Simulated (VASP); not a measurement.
Crystal: NiO2.

```
Ni O
1.0
     2.81387    0.00000    0.00000
    -1.40694    2.43689    0.00000
     0.00000    0.00000    4.43202
Ni O
1 2
Direct
  0.00000 0.00000 0.50000
  0.66667 0.33333 0.71246
  0.33333 0.66667 0.28754
```

```yaml
Program: VASP 6.6.1
Task: relaxation of cell and atoms
Functional: LDA
Potentials_or_basis: VASP PAW LDA potentials, release 64 (Ni, O)
Cutoff: 600 eV
k_mesh: 12 × 12 × 6
Occupations: gaussian, width 0.02 eV
Spin: no spin polarisation
```

At the start: pressure -11.7 GPa; volume 10.13 Å³/atom.

Question: Where does the relaxation end?

Answer: Over 16 steps the energy falls by 24.6 meV/atom and the volume is 9.16 Å³/atom (-9.6 %); space group P-3m1 (No. 164, to 0.05 Å).

Step by step:
```
step  energy change (eV)  largest force (eV/Å)  pressure (GPa)  volume (Å³)
   1              0.0000                0.7375          -11.71        30.39
   2              0.0898                1.6606           21.82        27.25
   3             -0.0627                0.0960           -0.64        29.09
   4             -0.0627                0.1145           -0.42        29.07
   5             -0.0639                0.0797           -0.25        28.95
   6             -0.0650                0.0363           -0.12        28.81
   7             -0.0654                0.0493            0.04        28.53
   8             -0.0655                0.0186           -0.14        28.63
   9             -0.0665                0.0158            0.06        28.54
  10             -0.0685                0.0046            0.09        28.34
  11             -0.0716                0.0180            0.41        27.93
  12             -0.0728                0.0653            1.43        27.12
  13             -0.0733                0.0510            0.95        27.44
  14             -0.0709                0.1833           -2.71        27.58
  15             -0.0737                0.0144           -0.02        27.48
  16             -0.0737                0.0015           -0.05        27.48
```

Final structure:
```
Ni O
1.0
     2.76783    0.00000    0.00000
    -1.38392    2.39701    0.00000
     0.00000    0.00000    4.14127
Ni O
1 2
Direct
  0.00000 0.00000 0.50000
  0.66667 0.33333 0.72229
  0.33333 0.66667 0.27771
```
